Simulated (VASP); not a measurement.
# NaMg5Cl11 in VASP: further runs, part 2 of 2

VASP 6.6.1. The steps go on from the part before.

**5. Relaxation of cell and atoms, PBE**

File INCAR:

```
SYSTEM = NaMg5Cl11
PREC     = Accurate       ! precision mode
ENCUT    = 600            ! plane-wave cutoff, eV
EDIFF    = 1E-7           ! SCF threshold, eV
ISMEAR   = 0              ! smearing method
SIGMA    = 0.1            ! smearing width, eV
LREAL    = .FALSE.        ! projectors in reciprocal space
LASPH    = .TRUE.         ! aspherical terms in the spheres
NELM     = 120            ! most SCF steps
ALGO     = Normal         ! electronic algorithm
ISIF     = 3              ! what is computed and relaxed
LWAVE    = .FALSE.        ! write WAVECAR
LCHARG   = .FALSE.        ! write CHGCAR
GGA      = PE             ! functional
IBRION   = 2              ! ionic algorithm
NSW      = 90             ! ionic steps
EDIFFG   = -0.04          ! ionic threshold
ISYM     = 0            
GGA_COMPAT= .FALSE.      
NELMIN   = 4
```

File KPOINTS:

```
Automatic mesh
0
Gamma
  1 1 1
  0.25 0.25 0.25
```

File POSCAR:

```
NaMg5Cl11
1.0
    7.3358240000     -0.1022000000     -0.1754900000
   -0.1022000000      7.4901820000     -0.1860490000
   -0.1754900000     -0.1860490000      8.0546370000
Na Cl Mg
1 11 5
Direct
    0.5702765399      0.8951712871      0.5185162166
    0.7716954872      0.3548698314      0.8482131841
    0.9788162728      0.5034686989      0.1977318896
    0.4376488886      0.2723922873      0.1402947794
    0.8186858133      0.1605514379      0.4202054070
    0.9631569463      0.7448428777      0.6920671993
    0.2128703138      0.3662221314      0.5823603108
    0.6649163400      0.8688336262      0.1432650512
    0.6393369176      0.5638895375      0.4475637738
    0.2567092902      0.8216891866      0.3503268334
    0.0486593995      0.0245129014      0.9694343626
    0.4300604401      0.7839363761      0.8391396133
    0.9093342749      0.4338125342      0.5739770841
    0.3358908813      0.9446879590      0.0733578154
    0.7997559541      0.6808301811      0.9332864881
    0.8194449188      0.1976165285      0.1270214628
    0.3260114213      0.4813381476      0.3452308475
```

Launch:

```bash
$ cat potpaw_PBE.64/Na_pv/POTCAR potpaw_PBE.64/Cl/POTCAR potpaw_PBE.64/Mg/POTCAR > POTCAR
$ mpirun -np 1 vasp_std > vasp.out
```

Wall time 16 min (1 thread of Intel Xeon 6975P-C (Granite Rapids), shared host); peak memory 0.56 GiB.

The run converged. Its results:

| Property | Result |
| --- | --- |
| Free energy | -58.8501 eV |
| Relaxed volume | 26.99 Å³/atom |
| Relaxed cell | a = 7.392 Å, b = 7.763 Å, c = 8.029 Å, α = 88.15°, β = 90.91°, γ = 85.24° |
| Space group after relaxing (to 0.1 Å) | P1 (No. 1) |
| Energy gained by relaxing | 65.8 meV/atom |
| Ionic steps | 34 |
| Pressure after relaxing | -0.1 GPa |
| Largest force after relaxing | 0.035 eV/Å |

Forces on the atoms (eV/Å):
```
Na   0.008 -0.003 -0.012
Cl   0.011 -0.005  0.013
Cl   0.003 -0.015  0.011
Cl  -0.012 -0.001  0.000
Cl   0.000  0.016 -0.009
Cl  -0.017 -0.001  0.020
Cl   0.014  0.004  0.004
Cl  -0.016  0.005 -0.013
Cl  -0.003  0.010 -0.003
Cl  -0.027 -0.016  0.016
Cl  -0.003 -0.010  0.005
Cl  -0.006  0.008  0.000
Mg   0.000  0.009 -0.016
Mg  -0.001  0.004  0.005
Mg  -0.005  0.006 -0.014
Mg   0.026 -0.008 -0.020
Mg   0.027 -0.001  0.011
```

Step by step:
| step | energy change (eV) | largest force (eV/Å) | pressure (GPa) | volume (Å³) |
| --- | --- | --- | --- | --- |
| 1 | 0.0000 | 0.9729 | 0.70 | 442.00 |
| 2 | -0.3704 | 0.5330 | -0.18 | 449.24 |
| 3 | -0.4816 | 0.4646 | -0.83 | 456.56 |
| 4 | -0.6218 | 0.4246 | -0.12 | 448.41 |
| 5 | -0.6759 | 0.4735 | 0.76 | 439.62 |
| 6 | -0.7957 | 0.2943 | 0.39 | 443.91 |
| 7 | -0.8404 | 0.4641 | 0.06 | 448.79 |
| 8 | -0.9105 | 0.2430 | -0.17 | 452.68 |
| 9 | -0.9219 | 0.2184 | -0.28 | 454.94 |
| 10 | -0.9598 | 0.2021 | 0.11 | 451.23 |
| 11 | -0.9660 | 0.2740 | 0.36 | 449.03 |
| 12 | -0.9947 | 0.2258 | 0.00 | 453.82 |
| 13 | -0.9971 | 0.2597 | -0.14 | 455.67 |
| 14 | -1.0268 | 0.1871 | -0.12 | 456.65 |
| 15 | -1.0340 | 0.1921 | -0.09 | 457.40 |
| 16 | -1.0559 | 0.1237 | 0.12 | 455.75 |
| 17 | -1.0592 | 0.1404 | 0.24 | 454.80 |
| 18 | -1.0724 | 0.1478 | -0.21 | 460.50 |
| 19 | -1.0725 | 0.1412 | -0.18 | 460.05 |
| 20 | -1.0839 | 0.0994 | -0.02 | 458.71 |
| 21 | -1.0841 | 0.1243 | 0.01 | 458.49 |
| 22 | -1.0912 | 0.0734 | 0.04 | 458.11 |
| 23 | -1.0921 | 0.0977 | 0.06 | 457.91 |
| 24 | -1.0984 | 0.0643 | -0.05 | 459.02 |
| 25 | -1.1001 | 0.0888 | -0.15 | 460.03 |
| 26 | -1.1052 | 0.0771 | 0.01 | 457.87 |
| 27 | -1.1059 | 0.0788 | 0.10 | 456.77 |
| 28 | -1.1099 | 0.0644 | 0.00 | 457.52 |
| 29 | -1.1101 | 0.0931 | -0.02 | 457.74 |
| 30 | -1.1136 | 0.0448 | -0.02 | 457.67 |
| 31 | -1.1142 | 0.0663 | -0.01 | 457.62 |
| 32 | -1.1164 | 0.0449 | 0.03 | 457.38 |
| 33 | -1.1171 | 0.0587 | 0.06 | 457.15 |
| 34 | -1.1188 | 0.0353 | -0.06 | 458.80 |

Final structure:
```xyz
17
Lattice="7.3845 0.3204 -0.0664 0.3091 7.7557 0.1141 -0.0611 0.1443 8.0275" Properties=species:S:1:pos:R:3 pbc="T T T"
Na    4.7792    7.1446    4.2963
Cl    5.2854    3.1245    6.8567
Cl    7.3260    4.1387    1.3032
Cl    3.4086    2.2029    1.3755
Cl    6.2306    1.4672    3.5120
Cl    7.0085    5.9029    5.6885
Cl    1.5459    2.9771    4.6138
Cl    5.5387    7.2300    1.1823
Cl    4.6435    4.5318    3.5808
Cl    2.1798    6.4096    2.4686
Cl    0.5667    0.8443    7.7569
Cl    3.5554    6.3532    6.8040
Mg    6.5459    3.5819    4.7591
Mg    3.0423    7.6822    0.6236
Mg    5.7579    5.4770    7.6363
Mg    6.2325    1.8725    1.0712
Mg    2.3861    4.0086    2.6875
```

Levels at points of the mesh, in eV from the Fermi level:
```
           k point  band 45  band 46  band 47  band 48  band 49  band 50
(0.25, 0.25, 0.25)    -0.72    -0.55    -0.50     4.73     5.56     5.74
```

Caveat: the k points lie up to 0.85 Å⁻¹ apart in the final cell.

**6. Overview**

| task | cell | k mesh | cutoff (eV) | smearing | pressure (GPa) | largest force (eV/Å) |
| --- | --- | --- | --- | --- | --- | --- |
| single point | a = 7.339, b = 7.493, c = 8.059 Å, angles 92.7, 92.6, 91.5°, 17 atoms, atomic positions A | 1 × 1 × 1 | 520 | fermi-dirac 0.05 eV | 1.7 | 0.91 |
| single point | a = 7.339, b = 7.493, c = 8.059 Å, angles 92.7, 92.6, 91.5°, 17 atoms, atomic positions B | 1 × 1 × 1 | 520 | fermi-dirac 0.05 eV | 0.8 | 0.88 |
| single point | a = 7.462, b = 7.769, c = 7.958 Å, angles 88.5, 90.8, 85.2°, 17 atoms, atomic positions C | 1 × 1 × 1, shifted | 520 | gaussian 0.1 eV | -0.2 | 0.04 |
| relaxation of cell and atoms | relaxed from a = 7.339, b = 7.493, c = 8.059 Å, angles 92.7, 92.6, 91.5°, 17 atoms, atomic positions B | 1 × 1 × 1, shifted | 600 | gaussian 0.1 eV | -0.1 | 0.04 |

Alike in all rows: level PBE; potentials or basis VASP PAW PBE potentials, release 64 (Na_pv, Cl, Mg); no spin polarisation.

Caveats: all runs use coarse meshes; the atoms stand as in a frame of molecular dynamics (at least some runs).

Absolute energies hang on the potentials; compare differences alone.
